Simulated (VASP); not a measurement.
Crystal: La.

```
CELL_PARAMETERS angstrom
3.77000 0.00000 0.00000
-1.88500 3.26492 0.00000
0.00000 0.00000 12.15900
ATOMIC_POSITIONS crystal
La 0.66667 0.33333 0.25000
La 0.33333 0.66667 0.75000
La 0.00000 0.00000 0.50000
La 0.00000 0.00000 0.00000
```

- Program: VASP 6.6.1
- Task: relaxation of cell and atoms
- Functional: LDA
- Potentials or basis: VASP PAW LDA potentials, release 64 (La)
- Cutoff: 600 eV
- k mesh: 8 × 8 × 3
- Occupations: fermi-dirac, width 0.05 eV
- Spin: no spin polarisation

At the start: pressure -3.7 GPa; volume 37.42 Å³/atom.

Problem. How do energy, volume and symmetry change on relaxing?

Solution. Over 7 steps the energy falls by 65.9 meV/atom and the volume is 32.15 Å³/atom (-14.1 %); space group P6_3/mmc (No. 194, to 0.05 Å).

Step by step:
```
step  energy change (eV)  largest force (eV/Å)  pressure (GPa)  volume (Å³)
   1              0.0000                0.0000           -3.66       149.66
   2             -0.2556                0.0000           -0.69       131.90
   3             -0.2631                0.0000           -0.03       129.02
   4             -0.2632                0.0000            0.01       128.62
   5             -0.2634                0.0000            0.03       128.62
   6             -0.2634                0.0000           -0.02       128.61
   7             -0.2634                0.0000            0.04       128.62
```

Final structure:
```
La
1.0
     3.58892    0.00000    0.00000
    -1.79446    3.10809    0.00000
     0.00000    0.00000   11.53014
La
4
Direct
  0.66667 0.33333 0.25000
  0.33333 0.66667 0.75000
  0.00000 0.00000 0.50000
  0.00000 0.00000 0.00000
```

Caveat: the volume moved by -14 % from the deposited cell, more than functionals usually miss.
